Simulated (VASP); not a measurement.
Write the native input for VASP 6.6.1 that does the following.

```yaml
Task: single point
Functional: LDA
Potentials_or_basis: VASP PAW LDA potentials, release 64 (Ga_d, O)
Cutoff: 520 eV
k_mesh: 6 × 6 × 5
Occupations: gaussian, width 0.01 eV
Spin: no spin polarisation
Dipole_correction: no
Further_INCAR_settings: ALGO = Normal; EDIFF = 1e-07; NBANDS = 55
```

The structure of Ga2O3 lies in POSCAR:

```
Ga2O3
1.0
    6.1070000000     -1.5185500000      0.0000000000
    6.1070000000      1.5185500000      0.0000000000
   -1.3859888959      0.0000000000      5.6300087380
Ga O
4 6
Direct
    0.0905000000      0.0905000000      0.7946000000
    0.9095000000      0.9095000000      0.2054000000
    0.6586600000      0.6586600000      0.3140200000
    0.3413400000      0.3413400000      0.6859800000
    0.1645000000      0.1645000000      0.1098000000
    0.8355000000      0.8355000000      0.8902000000
    0.1733000000      0.1733000000      0.5632000000
    0.8267000000      0.8267000000      0.4368000000
    0.4959000000      0.4959000000      0.2566000000
    0.5041000000      0.5041000000      0.7434000000
```

The input as run:

INCAR

```
SYSTEM = Ga2O3
  PREC = Accurate
  ENCUT = 520
  EDIFF = 1E-7
  ISMEAR = 0
  SIGMA = 0.01
  LREAL = .False.
  LASPH = .True.
  NELM = 100
  ALGO = Normal
  ISIF = 2
  LWAVE = .False.
  LCHARG = .False.
  GGA = CA
  NBANDS = 55
```

KPOINTS

```
regular mesh
0
Gamma
  6 6 5
  0 0 0
```

Potentials or basis: VASP PAW LDA potentials, release 64 (Ga_d, O).

Launch:

```bash
$ cat potpaw_LDA.64/Ga_d/POTCAR potpaw_LDA.64/O/POTCAR > POTCAR
$ mpirun -np 1 vasp_std > vasp.out
```

Results of the run:

The pressure is -2.3 GPa, the largest force is 0.097 eV/Å and the band gap on the k mesh is 2.36 eV.

Run time: 10 min on 1 thread of Intel(R) Xeon(R) Platinum 8259CL CPU @ 2.50GHz (Skylake/Cascade Lake) (shared host), peak memory 0.4 GiB.
